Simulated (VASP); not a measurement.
# HfO2 (Fm-3m) in VASP: notebook

Runs on HfO2. Level: PBE. Tasks: single point.

Program: VASP 6.6.1. These are calculated values, not measurements. Logs are shortened: lines on timing, memory, paths and dates and some standing lists are left out, and cuts for length are marked.

## 1. The cell of the first run

Symmetry: Fm-3m, No. 225, cubic system. Conventional cell: a = 4.856 Å, b = 4.856 Å, c = 4.856 Å, α = 90.00°, β = 90.00°, γ = 90.00°. Within 2.8 Å of Hf (site symmetry m-3m) lie 8 O at 2.10 Å. Within 2.8 Å of O (site symmetry -43m) lie 4 Hf at 2.10 Å and 6 O at 2.43 Å.

## 2. Single point, PBE (strain -4.0%)

INCAR

```
SYSTEM = HfO2
PREC     = Accurate       ! precision mode
ENCUT    = 520            ! plane-wave cutoff, eV
EDIFF    = 1E-6           ! SCF threshold, eV
ISMEAR   = 0              ! smearing method
SIGMA    = 0.01           ! smearing width, eV
LREAL    = .FALSE.        ! projectors in reciprocal space
LASPH    = .TRUE.         ! aspherical terms in the spheres
NELM     = 60             ! most SCF steps
ALGO     = Normal         ! electronic algorithm
ISIF     = 2              ! what is computed and relaxed
LWAVE    = .FALSE.        ! write WAVECAR
LCHARG   = .TRUE.         ! write CHGCAR
GGA      = PE             ! functional
LELF     = .TRUE.         ! ELF
LVHAR    = .TRUE.       
NBANDS   = 18             ! bands
```

KPOINTS

```
Automatic mesh
0
G
  6 6 6
  0 0 0
```

POSCAR

```
HfO2
1.0
    0.0000000000      2.4280150265      2.4280150265
    2.4280150265      0.0000000000      2.4280150265
    2.4280150265      2.4280150265      0.0000000000
Hf O
1 2
Direct
    0.0000000000      0.0000000000      0.0000000000
    0.2500000000      0.2500000000      0.2500000000
    0.7500000000      0.7500000000      0.7500000000
```

Potentials or basis: VASP PAW PBE potentials, release 64 (Hf_pv, O).

Launch:

```
cat potpaw_PBE.64/Hf_pv/POTCAR potpaw_PBE.64/O/POTCAR > POTCAR
mpirun -np 1 vasp_std > vasp.out
```

OUTCAR:

```text
SYSTEM = HfO2
   PREC = Accurate
   ENCUT = 520
   EDIFF = 1E-6
   ISMEAR = 0
   LREAL = .FALSE.
   LASPH = .TRUE.
   NELM = 60
   ISIF = 2
   GGA = PE

 ion  position               nearest neighbor table
   1  0.000  0.000  0.000-   3 2.10   3 2.10   3 2.10   2 2.10   3 2.10   2 2.10   2 2.10   2 2.10

   2  0.250  0.250  0.250-   1 2.10   1 2.10   1 2.10   1 2.10
   3  0.750  0.750  0.750-   1 2.10   1 2.10   1 2.10   1 2.10

  LATTYP: Found a face centered cubic cell.
 ALAT       =     4.8560300530

  Lattice vectors:

 A1 = (   0.0000000000,   2.4280150265,   2.4280150265)
 A2 = (   2.4280150265,   0.0000000000,   2.4280150265)
 A3 = (   2.4280150265,   2.4280150265,   0.0000000000)

Analysis of symmetry for initial positions (statically):
=====================================================================
 Subroutine PRICEL returns:
 Original cell was already a primitive cell.

 Routine SETGRP: Setting up the symmetry group for a
 face centered cubic supercell.

 Subroutine GETGRP returns: Found 48 space group operations
 (whereof 48 operations were pure point group operations)
 out of a pool of 48 trial point group operations.

The static configuration has the point symmetry O_h .

Analysis of symmetry for dynamics (positions and initial velocities):
=====================================================================
 Subroutine PRICEL returns:
 Original cell was already a primitive cell.

 Routine SETGRP: Setting up the symmetry group for a
 face centered cubic supercell.

 Subroutine GETGRP returns: Found 48 space group operations
 (whereof 48 operations were pure point group operations)
 out of a pool of 48 trial point group operations.

The dynamic configuration has the point symmetry O_h .

 Subroutine INISYM returns: Found 48 space group operations
 (whereof 48 operations are pure point group operations),
 and found     1 'primitive' translations

----------------------------------------------------------------------------------------

                                     Primitive cell

  volume of cell :      28.6275

  direct lattice vectors                    reciprocal lattice vectors
     0.000000000  2.428015026  2.428015026    -0.205929533  0.205929533  0.205929533
     2.428015026  0.000000000  2.428015026     0.205929533 -0.205929533  0.205929533
     2.428015026  2.428015026  0.000000000     0.205929533  0.205929533 -0.205929533

  length of vectors
     3.433731780  3.433731780  3.433731780     0.356680414  0.356680414  0.356680414

[... 74 lines left out ...]
   LREAL  =      F    real-space projection
   EDIFFG = 0.1E-04   stopping-criterion for IOM
   NSW    =      0    number of steps for IOM
   IBRION =     -1    ionic relax: 0-MD 1-quasi-New 2-CG
   NFREE  =      0    steps in history (QN), initial steepest desc. (CG)
   ISIF   =      2    stress and relaxation
   ISYM   =      2    0-nonsym 1-usesym 2-fastsym
   POTIM  = 0.5000    time-step for ionic-motion
   TEBEG  =    0.0;   TEEND  =   0.0 temperature during run
   PSTRESS=    0.0 pullay stress
   NELECT =      22.0000    total number of electrons
   NUPDOWN=      -1.0000    fix difference up-down
   EMIN   =  10.00;   EMAX   =-10.00  energy-range for DOS
   EFERMI =   0.00;   METHOD = LEGACY
   ISMEAR =     0;   SIGMA  =   0.01  broadening in eV -4-tet -1-fermi 0-gaus
   EFERMI_NEDOS =   21; number of points for ismear=-14 and -15
   IALGO  =     38    algorithm
   IMIX   =      4    mixing-type and parameters
     AMIX     =   0.40;   BMIX     =  1.00
     AMIX_MAG =   1.60;   BMIX_MAG =  1.00
  volume/ion in A,a.u.               =       9.54        64.40
  Fermi-wavevector in a.u.,A,eV,Ry     =   1.499527  2.833696 30.593814  2.248582
  Thomas-Fermi vector in A             =   2.611146
   LORBIT       =      0    0 simple, 1 ext, 2 COOP (PROOUT), +10 PAW based schemes
   GGA     = PE    functional components
   LHFCALC =     F    Hartree Fock is set to
   AEXX    =    0.0000 exact exchange contribution
   IVDW    =     0    specifies the selected vdW correction
   LEPSILON=     F    determine dielectric tensor
   LRPA    =     F    only Hartree local field effects (RPA)
 non-spin polarized calculation
 Gauss-broadening in eV      SIGMA  =   0.01
  energy-cutoff  :      520.00
  volume of cell :       28.63
 maximum number of plane-waves:       785
 NGX is ok and might be reduce to    28
   NGX = 13   NGY = 13   NGZ = 13

 number of electron      22.0000002 magnetization

 Free energy of the ion-electron system (eV)
  ---------------------------------------------------
  ext. energy  EPLUGINS =         0.00000000
  ---------------------------------------------------
  free energy    TOTEN  =       -29.75650696 eV

  energy without entropy =      -29.75650696  energy(sigma->0) =      -29.75650696

 E-fermi :   5.5466     XC(G=0): -12.5474

 val. band max:        5.4478434773   @ k =   0.5000   0.5000   0.0000
 cond. band min:       9.5955583891   @ k =   0.5000   0.5000   0.0000
 fundamental gap:      4.1477149118
 Fermi energy:         5.5466328139

 k-point     1 :       0.0000    0.0000    0.0000
  band No.  band energies     occupation
      1     -23.6634      2.00000
      2     -23.6634      2.00000
      3     -23.6634      2.00000
      4     -14.1325      2.00000
      5     -10.4149      2.00000
      6      -0.7471      2.00000
[... 313 lines left out ...]
      5     -11.3596      2.00000
      6      -1.1794      2.00000
[... 10 lines left out ...]
     17      19.5871      0.00000
     18      19.7002      0.00000

------------------------ aborting loop because EDIFF is reached ----------------------------------------

  FORCE on cell =-STRESS in cart. coord.  units (eV):
  Direction    XX          YY          ZZ          XY          YZ          ZX
  --------------------------------------------------------------------------------------
  -------------------------------------------------------------------------------------
  Total        7.7914124      7.7914124      7.7914124     -0.0000000      0.0000000      0.0000000
  in kB      436.0564056    436.0564056    436.0564056     -0.0000000      0.0000000      0.0000000
  external PRESSURE =     436.0564056 kB  Pullay stress =       0.0000000 kB

 VOLUME and BASIS-vectors are now :
 -----------------------------------------------------------------------------
  energy-cutoff  :      520.00
  volume of cell :       28.63
      direct lattice vectors                 reciprocal lattice vectors
     0.000000000  2.428015026  2.428015026    -0.205929533  0.205929533  0.205929533
     2.428015026  0.000000000  2.428015026     0.205929533 -0.205929533  0.205929533
     2.428015026  2.428015026  0.000000000     0.205929533  0.205929533 -0.205929533

 POSITION                                       TOTAL-FORCE (eV/Angst)
 -----------------------------------------------------------------------------------
      0.00000      0.00000      0.00000        -0.000000     -0.000000     -0.000000
      1.21401      1.21401      1.21401         0.000000     -0.000000     -0.000000
      3.64202      3.64202      3.64202        -0.000000      0.000000      0.000000
 -----------------------------------------------------------------------------------
    total drift:                                0.000000      0.000000      0.000000

  FREE ENERGIE OF THE ION-ELECTRON SYSTEM (eV)
  ---------------------------------------------------
  free  energy   TOTEN  =       -29.7565069624 eV

  energy  without entropy=      -29.7565069624  energy(sigma->0) =      -29.75650696
```

OSZICAR:

```text
N       E                     dE             d eps       ncg     rms          rms(c)
DAV:   1     0.917047041210E+02    0.91705E+02   -0.12580E+04   576   0.122E+03
DAV:   2    -0.313988247949E+02   -0.12310E+03   -0.12040E+03   758   0.294E+02
DAV:   3    -0.353526719763E+02   -0.39538E+01   -0.39340E+01   680   0.460E+01
DAV:   4    -0.353742698444E+02   -0.21598E-01   -0.21583E-01   696   0.368E+00
DAV:   5    -0.353743948437E+02   -0.12500E-03   -0.12499E-03   666   0.275E-01    0.636E+01
DAV:   6    -0.298233034734E+02    0.55511E+01   -0.18215E+01   596   0.334E+01    0.512E+01
DAV:   7    -0.297736935619E+02    0.49610E-01   -0.61309E-01   676   0.655E+00    0.314E+01
DAV:   8    -0.297656715715E+02    0.80220E-02   -0.12278E-01   672   0.336E+00    0.740E+00
DAV:   9    -0.297565236658E+02    0.91479E-02   -0.37713E-02   632   0.149E+00    0.228E+00
DAV:  10    -0.297564632405E+02    0.60425E-04   -0.26435E-03   624   0.410E-01    0.123E-01
DAV:  11    -0.297565033666E+02   -0.40126E-04   -0.12846E-04   638   0.995E-02    0.214E-01
DAV:  12    -0.297565060504E+02   -0.26838E-05   -0.27736E-05   622   0.371E-02    0.387E-02
DAV:  13    -0.297565069624E+02   -0.91195E-06   -0.14428E-06   590   0.100E-02
   1 F= -.29756507E+02 E0= -.29756507E+02  d E =-.323480E-46
```

stdout:

```text
POSCAR found type information on POSCAR HfO
 POSCAR found :  2 types and       3 ions
 scaLAPACK will be used
 LDA part: xc-table for (Slater+PW92), standard interpolation
 POSCAR, INCAR and KPOINTS ok, starting setup
 FFT: planning ... GRIDC
 FFT: planning ... GRID_SOFT
 FFT: planning ... GRID
 WAVECAR not read
 entering main loop
```

Run time: 15 s. Hardware: 1 thread of Intel Xeon 8259CL, shared host; peak memory 0.16 GiB.

Results:

| Quantity | Value |
| --- | --- |
| Free energy | -29.7565 eV |
| Pressure | 43.6 GPa |
| Band gap on the k mesh | 4.15 eV, direct |

Caveat: the cell differs from its parent crystal (strain -4.0%); spin-orbit coupling is left out, which moves the levels of the heavy elements. A k mesh can miss the band edges.

(Part 1 of 2 ends here.)
